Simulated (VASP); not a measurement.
# Ba3Mo in VASP: a series of runs

The runs below take Ba3Mo through single point, relaxation of cell and atoms, with PBE.

All numbers are computed with VASP 6.6.1; they aren't measurements. Logs are shortened: lines on timing, memory, paths and dates and some standing lists are left out, and cuts for length are marked.

## (1) The cell of the first run

Symmetry: P4/mmm, No. 123, tetragonal system. The conventional cell has a = 4.978 Å, b = 4.978 Å, c = 4.927 Å, α = 90.00°, β = 90.00°, γ = 90.00°. Ba (site symmetry mmm) has 8 Ba at 3.50 to 3.52 Å and 4 Mo at 3.50 Å within 4.6 Å. Within 4.6 Å of Ba (site symmetry 4/mmm) lie 8 Ba at 3.50 Å and 4 Mo at 3.52 Å. Mo (site symmetry 4/mmm) has 12 Ba at 3.50 to 3.52 Å within 4.6 Å.

## (2) Single point, PBE

The input, INCAR:

```
PREC     = Accurate       # precision mode
ENCUT    = 520            # plane-wave cutoff, eV
EDIFF    = 1E-6           # SCF threshold, eV
ISMEAR   = 0              # smearing method
SIGMA    = 0.1            # smearing width, eV
LREAL    = False          # projectors in reciprocal space
LASPH    = True           # aspherical terms in the spheres
NELM     = 100            # most SCF steps
ALGO     = Normal         # electronic algorithm
ISIF     = 2              # what is computed and relaxed
LWAVE    = False          # write WAVECAR
LCHARG   = True           # write CHGCAR
GGA      = PE             # functional
LELF     = True           # ELF
LVHAR    = True         
NBANDS   = 30             # bands
```

The input, KPOINTS:

```
Automatic mesh
0
Gamma
  4 4 4
```

The input, POSCAR:

```
Ba3Mo
1.0
    4.9779813960      0.0000000000      0.0000000000
    0.0000000000      4.9779813960      0.0000000000
    0.0000000000      0.0000000000      4.9268146951
Ba Mo
3 1
Direct
    0.0000000000      0.5000000000      0.5000000000
    0.5000000000      0.0000000000      0.5000000000
    0.5000000000      0.5000000000      0.0000000000
    0.0000000000      0.0000000000      0.0000000000
```

Potentials or basis: VASP PAW PBE potentials, release 64 (Ba_sv, Mo_sv).

Run with:

```bash
cat potpaw_PBE.64/Ba_sv/POTCAR potpaw_PBE.64/Mo_sv/POTCAR > POTCAR
mpirun -np 1 vasp_std > vasp.out
```

OUTCAR:

```text
PREC = Accurate
   ENCUT = 520
   EDIFF = 1E-6
   ISMEAR = 0
   LREAL = False
   LASPH = True
   NELM = 100
   ISIF = 2
   GGA = PE

 ion  position               nearest neighbor table
   1  0.000  0.500  0.500-   3 3.50   4 3.50   3 3.50   4 3.50   4 3.50   4 3.50   3 3.50   3 3.50
                             2 3.52   2 3.52   2 3.52   2 3.52
   2  0.500  0.000  0.500-   3 3.50   4 3.50   3 3.50   4 3.50   3 3.50   3 3.50   4 3.50   4 3.50
                             1 3.52   1 3.52   1 3.52   1 3.52
   3  0.500  0.500  0.000-   1 3.50   2 3.50   1 3.50   2 3.50   2 3.50   2 3.50   1 3.50   1 3.50
                             4 3.52   4 3.52   4 3.52   4 3.52
   4  0.000  0.000  0.000-   1 3.50   2 3.50   1 3.50   2 3.50   1 3.50   1 3.50   2 3.50   2 3.50
                             3 3.52   3 3.52   3 3.52   3 3.52

  LATTYP: Found a simple tetragonal cell.
 ALAT       =     4.9779813960
 C/A-ratio  =     0.9897213957

  Lattice vectors:

 A1 = (   4.9779813960,   0.0000000000,   0.0000000000)
 A2 = (   0.0000000000,   4.9779813960,   0.0000000000)
 A3 = (   0.0000000000,   0.0000000000,   4.9268146951)

Analysis of symmetry for initial positions (statically):
=====================================================================
 Subroutine PRICEL returns:
 Original cell was already a primitive cell.

 Routine SETGRP: Setting up the symmetry group for a
 simple tetragonal supercell.

 Subroutine GETGRP returns: Found 16 space group operations
 (whereof 16 operations were pure point group operations)
 out of a pool of 16 trial point group operations.

The static configuration has the point symmetry D_4h.

Analysis of symmetry for dynamics (positions and initial velocities):
=====================================================================
 Subroutine PRICEL returns:
 Original cell was already a primitive cell.

 Routine SETGRP: Setting up the symmetry group for a
 simple tetragonal supercell.

 Subroutine GETGRP returns: Found 16 space group operations
 (whereof 16 operations were pure point group operations)
 out of a pool of 16 trial point group operations.

The dynamic configuration has the point symmetry D_4h.

 Subroutine INISYM returns: Found 16 space group operations
 (whereof 16 operations are pure point group operations),
 and found     1 'primitive' translations

----------------------------------------------------------------------------------------

                                     Primitive cell

  volume of cell :     122.0879

  direct lattice vectors                    reciprocal lattice vectors
     4.977981396  0.000000000  0.000000000     0.200884640  0.000000000  0.000000000
     0.000000000  4.977981396  0.000000000     0.000000000  0.200884640  0.000000000
     0.000000000  0.000000000  4.926814695     0.000000000  0.000000000  0.202970897

  length of vectors
     4.977981396  4.977981396  4.926814695     0.200884640  0.200884640  0.202970897

  position of ions in fractional coordinates (direct lattice)
     0.000000000  0.500000000  0.500000000
     0.500000000  0.000000000  0.500000000
     0.500000000  0.500000000  0.000000000
     0.000000000  0.000000000  0.000000000

  ion indices of the primitive-cell ions
   primitive index   ion index
                 1           1
                 2           2
                 3           3
                 4           4

----------------------------------------------------------------------------------------

 KPOINTS: Automatic mesh

Automatic generation of k-mesh.
 Grid dimensions read from file:
 generate k-points for:    4    4    4

 Generating k-lattice:

  Cartesian coordinates                     Fractional coordinates (reciprocal lattice)
     0.050221160  0.000000000  0.000000000     0.250000000  0.000000000  0.000000000
     0.000000000  0.050221160  0.000000000     0.000000000  0.250000000  0.000000000
     0.000000000  0.000000000  0.050742724     0.000000000  0.000000000  0.250000000

  Length of vectors
     0.050221160  0.050221160  0.050742724

  Shift w.r.t. Gamma in fractional coordinates (k-lattice)
     0.000000000  0.000000000  0.000000000

 Subroutine IBZKPT returns following result:
 ===========================================

 Found     18 irreducible k-points:

 Following reciprocal coordinates:
            Coordinates               Weight
  0.000000  0.000000  0.000000      1.000000
  0.250000  0.000000  0.000000      4.000000
  0.500000  0.000000  0.000000      2.000000
  0.250000  0.250000  0.000000      4.000000
  0.500000  0.250000  0.000000      4.000000
  0.500000  0.500000  0.000000      1.000000
[... 10 lines left out ...]
  0.500000  0.250000  0.500000      4.000000
  0.500000  0.500000  0.500000      1.000000
   k-points           NKPTS =     18   k-points in BZ     NKDIM =     18   number of bands    NBANDS=     30
   number of dos      NEDOS =    301   number of ions     NIONS =      4
   total plane-waves  NPLWV =  64000
   dimension x,y,z NGX =    40 NGY =   40 NGZ =   40
   dimension x,y,z NGXF=    80 NGYF=   80 NGZF=   80
   ions per type =               3   1
   NGX,Y,Z   is equivalent  to a cutoff of  13.36, 13.36, 13.50 a.u.
   NGXF,Y,Z  is equivalent  to a cutoff of  26.72, 26.72, 26.99 a.u.
 SYSTEM =  unknown system
   PREC   = accura    normal or accurate (medium, high low for compatibility)
   ISTART =      0    job   : 0-new  1-cont  2-samecut
   ICHARG =      2    charge: 1-file 2-atom 10-const
   ISPIN  =      1    spin polarized calculation?
   LNONCOLLINEAR =      F non collinear calculations
   LSORBIT =      F    spin-orbit coupling
   LASPH  =      T    aspherical Exc in radial PAW
   ENCUT  =  520.0 eV  38.22 Ry    6.18 a.u.   9.26  9.26  9.16*2*pi/ulx,y,z
   NELM   =    100;   NELMIN=  2; NELMDL= -5     # of ELM steps
   EDIFF  = 0.1E-05   stopping-criterion for ELM
   LREAL  =      F    real-space projection
[... 7 lines left out ...]
   TEBEG  =    0.0;   TEEND  =   0.0 temperature during run
   PSTRESS=    0.0 pullay stress
   NELECT =      44.0000    total number of electrons
   NUPDOWN=      -1.0000    fix difference up-down
   EMIN   =  10.00;   EMAX   =-10.00  energy-range for DOS
   EFERMI =   0.00;   METHOD = LEGACY
   ISMEAR =     0;   SIGMA  =   0.10  broadening in eV -4-tet -1-fermi 0-gaus
   EFERMI_NEDOS =   21; number of points for ismear=-14 and -15
   IALGO  =     38    algorithm
   IMIX   =      4    mixing-type and parameters
     AMIX     =   0.40;   BMIX     =  1.00
     AMIX_MAG =   1.60;   BMIX_MAG =  1.00
  volume/ion in A,a.u.               =      30.52       205.97
  Fermi-wavevector in a.u.,A,eV,Ry     =   1.165024  2.201576 18.466922  1.357280
  Thomas-Fermi vector in A             =   2.301555
   LORBIT       =      0    0 simple, 1 ext, 2 COOP (PROOUT), +10 PAW based schemes
   GGA     = PE    functional components
   LHFCALC =     F    Hartree Fock is set to
   AEXX    =    0.0000 exact exchange contribution
   IVDW    =     0    specifies the selected vdW correction
   LEPSILON=     F    determine dielectric tensor
   LRPA    =     F    only Hartree local field effects (RPA)
 non-spin polarized calculation
 Gauss-broadening in eV      SIGMA  =   0.10
  energy-cutoff  :      520.00
  volume of cell :      122.09
 maximum number of plane-waves:      3306
 NGX is ok and might be reduce to    40
   NGX = 19   NGY = 19   NGZ = 19

 number of electron      44.0000004 magnetization

 Free energy of the ion-electron system (eV)
  ---------------------------------------------------
  ext. energy  EPLUGINS =         0.00000000
  ---------------------------------------------------
  free energy    TOTEN  =       -11.69503297 eV

  energy without entropy =      -11.63992935  energy(sigma->0) =      -11.66748116

 E-fermi :   4.9262     XC(G=0): -10.0711

 val. band max:        4.8885729758   @ k =   0.2500   0.0000   0.5000
 cond. band min:       4.9278887595   @ k =   0.5000   0.5000   0.5000
 fundamental gap:      0.0393157837
 Fermi energy:         4.9261515719

 k-point     1 :       0.0000    0.0000    0.0000
  band No.  band energies     occupation
      1     -55.3108      2.00000
      2     -29.4270      2.00000
      3     -29.4105      2.00000
      4     -29.4105      2.00000
      5     -23.4403      2.00000
      6     -22.7800      2.00000
[... 22 lines left out ...]
     29       9.5366      0.00000
     30       9.5369      0.00000

 k-point     2 :       0.2500    0.0000    0.0000
  band No.  band energies     occupation
      1     -55.3108      2.00000
      2     -29.4269      2.00000
      3     -29.4117      2.00000
      4     -29.4105      2.00000
      5     -23.3608      2.00000
      6     -22.8663      2.00000
[... 22 lines left out ...]
     29       8.1101      0.00000
     30       8.1432      0.00000

 k-point     3 :       0.5000    0.0000    0.0000
  band No.  band energies     occupation
      1     -55.3108      2.00000
      2     -29.4269      2.00000
      3     -29.4128      2.00000
      4     -29.4104      2.00000
      5     -23.2326      2.00000
      6     -23.0014      2.00000
[... 22 lines left out ...]
     29       8.3844      0.00000
     30       8.4159      0.00000

 k-point     4 :       0.2500    0.2500    0.0000
  band No.  band energies     occupation
      1     -55.3108      2.00000
      2     -29.4269      2.00000
      3     -29.4116      2.00000
      4     -29.4114      2.00000
      5     -23.2888      2.00000
      6     -22.8884      2.00000
[... 22 lines left out ...]
     29       7.1058      0.00000
     30       8.1764      0.00000

 k-point     5 :       0.5000    0.2500    0.0000
  band No.  band energies     occupation
      1     -55.3108      2.00000
      2     -29.4268      2.00000
      3     -29.4125      2.00000
      4     -29.4113      2.00000
      5     -23.1676      2.00000
      6     -22.9969      2.00000
[... 22 lines left out ...]
     29       6.9194      0.00000
     30       8.3960      0.00000
[... 328 lines left out ...]
     29       6.8323      0.00000
     30       8.4172      0.00000

 k-point    16 :       0.2500    0.2500    0.5000
  band No.  band energies     occupation
      1     -55.3108      2.00000
      2     -29.4288      2.00000
      3     -29.4111      2.00000
      4     -29.4109      2.00000
      5     -23.1015      2.00000
      6     -23.0161      2.00000
[... 22 lines left out ...]
     29       7.1926      0.00000
     30       7.2874      0.00000

 k-point    17 :       0.5000    0.2500    0.5000
  band No.  band energies     occupation
      1     -55.3108      2.00000
      2     -29.4285      2.00000
      3     -29.4118      2.00000
      4     -29.4109      2.00000
      5     -23.0130      2.00000
      6     -22.9932      2.00000
[... 22 lines left out ...]
     29       7.5758      0.00000
     30       7.6673      0.00000

 k-point    18 :       0.5000    0.5000    0.5000
  band No.  band energies     occupation
      1     -55.3108      2.00000
      2     -29.4282      2.00000
      3     -29.4115      2.00000
      4     -29.4115      2.00000
      5     -23.0110      2.00000
      6     -22.9882      2.00000
[... 22 lines left out ...]
     29       8.1345      0.00000
     30       8.1486      0.00000

------------------------ aborting loop because EDIFF is reached ----------------------------------------

  FORCE on cell =-STRESS in cart. coord.  units (eV):
  Direction    XX          YY          ZZ          XY          YZ          ZX
  --------------------------------------------------------------------------------------
  -------------------------------------------------------------------------------------
  Total        5.0936086      5.0936086      5.1240259      0.0000000     -0.0000000      0.0000000
  in kB       66.8441474     66.8441474     67.2433175      0.0000000     -0.0000000      0.0000000
  external PRESSURE =      66.9772041 kB  Pullay stress =       0.0000000 kB

 VOLUME and BASIS-vectors are now :
 -----------------------------------------------------------------------------
  energy-cutoff  :      520.00
  volume of cell :      122.09
      direct lattice vectors                 reciprocal lattice vectors
     4.977981396  0.000000000  0.000000000     0.200884640  0.000000000  0.000000000
     0.000000000  4.977981396  0.000000000     0.000000000  0.200884640  0.000000000
     0.000000000  0.000000000  4.926814695     0.000000000  0.000000000  0.202970897

 POSITION                                       TOTAL-FORCE (eV/Angst)
 -----------------------------------------------------------------------------------
      0.00000      2.48899      2.46341         0.000000      0.000000      0.000000
      2.48899      0.00000      2.46341         0.000000      0.000000      0.000000
      2.48899      2.48899      0.00000         0.000000      0.000000      0.000000
      0.00000      0.00000      0.00000         0.000000      0.000000      0.000000
 -----------------------------------------------------------------------------------
    total drift:                                0.000000     -0.000000     -0.000000

  FREE ENERGIE OF THE ION-ELECTRON SYSTEM (eV)
  ---------------------------------------------------
  free  energy   TOTEN  =       -11.6950329724 eV

  energy  without entropy=      -11.6399293518  energy(sigma->0) =      -11.66748116
```

It took 1.7 min on 1 thread of Intel Xeon Platinum 8259CL at 2.50GHz (Skylake/Cascade Lake), shared host; peak memory 0.26 GiB.

Results:

* Free energy: -11.6950 eV
* Pressure: 6.7 GPa
* Band gap on the k mesh: zero (bands 22 and 23 overlap by 1.75 eV)

Levels at points of the mesh, in eV from the Fermi level:
```
           k point  band 19  band 20  band 21  band 22  band 23  band 24
(0.00, 0.00, 0.00)    -1.96    -1.94    -1.58    -1.56    -1.56     1.28
(0.50, 0.00, 0.00)    -0.88    -0.75    -0.52     0.07     0.08     0.15
(0.50, 0.50, 0.00)    -0.13     0.05     0.05     0.10     0.37     0.53
(0.00, 0.00, 0.50)    -0.87    -0.69    -0.47     0.09     0.09     0.16
(0.50, 0.00, 0.50)    -0.10     0.02     0.03     0.04     0.37     0.55
(0.50, 0.50, 0.50)    -1.40    -1.40     0.00     0.04     0.92     0.92
```

Caveat: the cell stands under pressure; spin-orbit coupling is left out, which moves the levels of the heavy elements.

## (3) Single point, PBE

This run uses another cell than the first one, of 37.26 Å³/atom.

The input, INCAR:

```
  PREC = Accurate
  ENCUT = 520
  EDIFF = 1E-7
  ISMEAR = 0
  SIGMA = 0.1
  LREAL = F
  LASPH = T
  NELM = 60
  ALGO = Normal
  ISIF = 2
  LWAVE = F
  LCHARG = F
  GGA = PE
  NBANDS = 30
```

The input, KPOINTS:

```
regular mesh
0
Gamma
  4 4 4
```

The input, POSCAR:

```
Ba3Mo
1.0
    5.3071413863      0.0000000000      0.0000000000
    0.0000000000      5.3071413863      0.0000000000
    0.0000000000      0.0000000000      5.2914101807
Ba Mo
3 1
Direct
    0.0000000000      0.5000000000      0.5000000000
    0.5000000000      0.0000000000      0.5000000000
    0.5000000000      0.5000000000      0.0000000000
    0.0000000000      0.0000000000      0.0000000000
```

Potentials or basis: VASP PAW PBE potentials, release 64 (Ba_sv, Mo_sv).

Run with:

```bash
cat potpaw_PBE.64/Ba_sv/POTCAR potpaw_PBE.64/Mo_sv/POTCAR > POTCAR
mpirun -np 1 vasp_std > vasp.out
```

OUTCAR:

```text
PREC = Accurate
   ENCUT = 520
   EDIFF = 1E-7
   ISMEAR = 0
   LREAL = F
   LASPH = T
   NELM = 60
   ISIF = 2
   GGA = PE

 ion  position               nearest neighbor table
   1  0.000  0.500  0.500-   3 3.75   4 3.75   3 3.75   4 3.75   4 3.75   4 3.75   3 3.75   3 3.75
                             2 3.75   2 3.75   2 3.75   2 3.75
   2  0.500  0.000  0.500-   3 3.75   4 3.75   3 3.75   4 3.75   3 3.75   3 3.75   4 3.75   4 3.75
                             1 3.75   1 3.75   1 3.75   1 3.75
   3  0.500  0.500  0.000-   1 3.75   2 3.75   1 3.75   2 3.75   2 3.75   2 3.75   1 3.75   1 3.75
                             4 3.75   4 3.75   4 3.75   4 3.75
   4  0.000  0.000  0.000-   1 3.75   2 3.75   1 3.75   2 3.75   1 3.75   1 3.75   2 3.75   2 3.75
                             3 3.75   3 3.75   3 3.75   3 3.75

  LATTYP: Found a simple tetragonal cell.
 ALAT       =     5.3071413863
 C/A-ratio  =     0.9970358420

  Lattice vectors:

 A1 = (   5.3071413863,   0.0000000000,   0.0000000000)
 A2 = (   0.0000000000,   5.3071413863,   0.0000000000)
 A3 = (   0.0000000000,   0.0000000000,   5.2914101807)

Analysis of symmetry for initial positions (statically):
[... 172 lines left out ...]

 val. band max:        3.6418913028   @ k =   0.5000   0.5000   0.2500
 cond. band min:       3.6672479767   @ k =   0.5000   0.0000   0.5000
 fundamental gap:      0.0253566739
 Fermi energy:         3.6567527345

 k-point     1 :       0.0000    0.0000    0.0000
  band No.  band energies     occupation
      1     -56.6797      2.00000
      2     -30.7617      2.00000
      3     -30.7588      2.00000
      4     -30.7588      2.00000
      5     -24.6137      2.00000
      6     -24.2867      2.00000
[... 583 lines left out ...]
     29       6.0200      0.00000
     30       6.0499      0.00000

------------------------ aborting loop because EDIFF is reached ----------------------------------------

  FORCE on cell =-STRESS in cart. coord.  units (eV):
  Direction    XX          YY          ZZ          XY          YZ          ZX
  --------------------------------------------------------------------------------------
  -------------------------------------------------------------------------------------
  Total        0.6774919      0.6774919      0.7205180      0.0000000     -0.0000000     -0.0000000
  in kB        7.2831948      7.2831948      7.7457361      0.0000000     -0.0000000     -0.0000000
  external PRESSURE =       7.4373752 kB  Pullay stress =       0.0000000 kB

 VOLUME and BASIS-vectors are now :
 -----------------------------------------------------------------------------
  energy-cutoff  :      520.00
  volume of cell :      149.04
      direct lattice vectors                 reciprocal lattice vectors
     5.307141386  0.000000000  0.000000000     0.188425355  0.000000000  0.000000000
     0.000000000  5.307141386  0.000000000     0.000000000  0.188425355  0.000000000
     0.000000000  0.000000000  5.291410181     0.000000000  0.000000000  0.188985538

 POSITION                                       TOTAL-FORCE (eV/Angst)
 -----------------------------------------------------------------------------------
      0.00000      2.65357      2.64571         0.000000      0.000000      0.000000
      2.65357      0.00000      2.64571         0.000000      0.000000      0.000000
      2.65357      2.65357      0.00000         0.000000      0.000000      0.000000
      0.00000      0.00000      0.00000         0.000000      0.000000      0.000000
 -----------------------------------------------------------------------------------
    total drift:                                0.000000     -0.000000     -0.000000

  FREE ENERGIE OF THE ION-ELECTRON SYSTEM (eV)
  ---------------------------------------------------
  free  energy   TOTEN  =       -12.2748010718 eV

  energy  without entropy=      -12.2227042972  energy(sigma->0) =      -12.24875268
```

Run time: 69 s. Hardware: 1 thread of Intel Xeon Platinum 8259CL at 2.50GHz (Skylake/Cascade Lake), shared host; peak memory 0.27 GiB.

Results:

- Free energy: -12.2748 eV
- Pressure: 0.7 GPa
- Band gap on the k mesh: zero (bands 22 and 23 overlap by 1.27 eV)

Caveat: spin-orbit coupling is left out, which moves the levels of the heavy elements.

[end of part 1 of 2]
